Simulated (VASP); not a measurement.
Input of a VASP 6.6.1 run:

Contents of INCAR:

```
SYSTEM = Ag
ALGO = Normal ; EDIFF = 1E-7
EDIFFG = -0.02 ; ENCUT = 500
GGA = CA ; GGA_COMPAT = .False.
IBRION = 2 ; ISIF = 3
ISMEAR = 1 ; LASPH = .True.
LCHARG = .False. ; LREAL = .False.
LWAVE = .False. ; NELM = 120
NELMIN = 4 ; NSW = 60
PREC = Accurate ; SIGMA = 0.1
```

KPOINTS

```
k-points
0
Gamma
  9 9 9
  0 0 0
```

Contents of POSCAR:

```
Ag
1.0
    0.0000000000      2.0427500000      2.0427500000
    2.0427500000      0.0000000000      2.0427500000
    2.0427500000      2.0427500000      0.0000000000
Ag
1
Direct
    0.0000000000      0.0000000000      0.0000000000
```

Potentials or basis: VASP PAW LDA potentials, release 64 (Ag).

Command:

```sh
$ cat potpaw_LDA.64/Ag/POTCAR > POTCAR
$ mpirun -np 1 vasp_std > vasp.out
```

(1) Predict the relaxed volume.

(2) Estimate the relaxed cell.

(3) What does it give for the band gap on the k mesh?

## Answers

(1) 16.02 Å³/atom.

(2) a = 2.830 Å, b = 2.830 Å, c = 2.830 Å, α = 60.00°, β = 60.00°, γ = 60.00°.

(3) zero (an odd number of electrons rules out a gap without spin polarisation).
